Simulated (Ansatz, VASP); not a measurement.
One calculation of Ta, two programs

```xyz
1
Lattice="-1.6516 1.6516 1.6516 1.6516 -1.6516 1.6516 1.6516 1.6516 -1.6516" Properties=species:S:1:pos:R:3 pbc="T T T"
Ta    0.0000    0.0000    0.0000
```

Alike in both runs: task relaxation of cell and atoms; functional r2SCAN; k mesh 16 × 16 × 16; occupations fermi-dirac, width 0.1 eV; no spin polarisation.

|  | VASP | Ansatz |
| --- | --- | --- |
| version | VASP 6.6.1 | Ansatz 0.2.0 |
| potentials or method | VASP PAW PBE potentials, release 64 (Ta_pv) | PAW with Ansatz's default frozen-core files, scalar-relativistic |
| plane-wave cutoff (eV) | 600 | 500 |
| valence electrons in the cell | 11 | 13 |

|  | VASP | Ansatz | Ansatz less VASP |
| --- | --- | --- | --- |
| relaxed volume (Å³/atom) | 18.14 | 18.08 | -0.053 |
| relaxed cell length with the largest relative difference (Å) | 2.867 | 2.864 | -0.0028 |

VASP's potentials were made for PBE, not for r2SCAN. VASP's potentials hold 11 valence electrons a cell and Ansatz's 13, so a difference there can come from the potentials and not from the codes.

Spin-orbit coupling is off throughout.
